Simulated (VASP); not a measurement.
A run of VASP 6.6.1 is set up as follows.

INCAR

```
  PREC = Accurate
  ENCUT = 520
  EDIFF = 1E-6
  ISMEAR = -1
  SIGMA = 0.1
  LREAL = F
  LASPH = T
  NELM = 80
  ALGO = Normal
  ISIF = 2
  LWAVE = F
  LCHARG = F
  GGA = PE
  NBANDS = 12
```

The input KPOINTS:

```
regular mesh
0
Gamma
  24 24 24
```

The input POSCAR:

```
Cr
1.0
    0.0000000000      1.8122410358      1.8122410358
    1.8122410358      0.0000000000      1.8122410358
    1.8122410358      1.8122410358      0.0000000000
Cr
1
Direct
    0.0000000000      0.0000000000      0.0000000000
```

Potentials or basis: VASP PAW PBE potentials, release 64 (Cr_pv).

Launch:

```sh
$ cat potpaw_PBE.64/Cr_pv/POTCAR > POTCAR
$ mpirun -np 1 vasp_std > vasp.out
```

(1) What does it give for the band gap on the k mesh?

(2) What does it give for the pressure?

## Answers

(1) zero (band 6 reaches 12.80 eV, above the bottom of band 7 at 9.88 eV).

(2) -0.5 GPa.

Caveat: the run has no spin polarisation, though such a crystal can be magnetic.
